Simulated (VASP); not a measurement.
Here is a VASP 6.6.1 calculation.

POSCAR

```
Si16Ag
1.0
    0.0000000000      5.4437023800     -5.4437023800
    5.4437023800      5.4437023800      0.0000000000
    5.4437023800      0.0000000000     -5.4437023800
Si Ag
16 1
Direct
    0.1254820621      0.1448008993      0.1265868249
    0.1309782296      0.6058339104      0.1276824946
    0.5981857149      0.1449366525      0.1267330489
    0.6325957519      0.6557819937      0.0745156461
    0.1083973661      0.1206590578      0.6577062356
    0.1346537611      0.6275679237      0.6164705132
    0.6187127372      0.1458757192      0.6118587622
    0.6164905364      0.6274883823      0.6164881483
    0.2723358840      0.7412784936      0.2427762225
    0.2341799590      0.2393725647      0.2872770939
    0.7390100926      0.7411896754      0.2428582438
    0.7324336861      0.2923574599      0.2377916553
    0.2453697698      0.7472544816      0.7571784261
    0.2476964951      0.2553291681      0.7566971360
    0.7601187962      0.7687989181      0.7060783694
    0.7354011517      0.2552433809      0.7568282967
   -0.0918825948     -0.0759000899      0.2548935271
```

File INCAR.step1:

```
SYSTEM = Si16Ag
ALGO = Normal
EDIFF = 1E-4
ENCUT = 520
GGA = PE
ISMEAR = 0
LASPH = .True.
LCHARG = .False.
LREAL = Auto
LWAVE = .True.
NBANDS = 52
NELECT = 74.0
NELM = 100
PREC = Accurate
SIGMA = 0.02
```

The input INCAR.step2:

```
SYSTEM = Si16Ag
ALGO = Normal
EDIFF = 1E-6
ENCUT = 520
ISIF = 2
ISMEAR = 0
ISTART = 1
LASPH = .True.
LCHARG = .False.
LMIXTAU = .True.
LREAL = Auto
LWAVE = .False.
METAGGA = R2SCAN
NBANDS = 52
NELECT = 74.0
NELM = 100
PREC = Accurate
SIGMA = 0.02
```

KPOINTS

```
k-points
0
Gamma
  2 2 2
  0 0 0
```

Potentials or basis: VASP PAW PBE potentials, release 64 (Si, Ag).

Run with:

```console
$ cat potpaw_PBE.64/Si/POTCAR potpaw_PBE.64/Ag/POTCAR > POTCAR
$ cp INCAR.step1 INCAR
$ mpirun -np 1 vasp_std > vasp.out
$ cp INCAR.step2 INCAR
$ mpirun -np 1 vasp_std > vasp.out
```

(1) Predict the largest force.

## Answers

(1) 0.149 eV/Å.

Caveat: the k points lie up to 0.50 Å⁻¹ apart; the cell carries a net charge on a neutralising background, which shifts energy and pressure; the PAW data sets were made with another functional, which shifts forces and pressure a little.
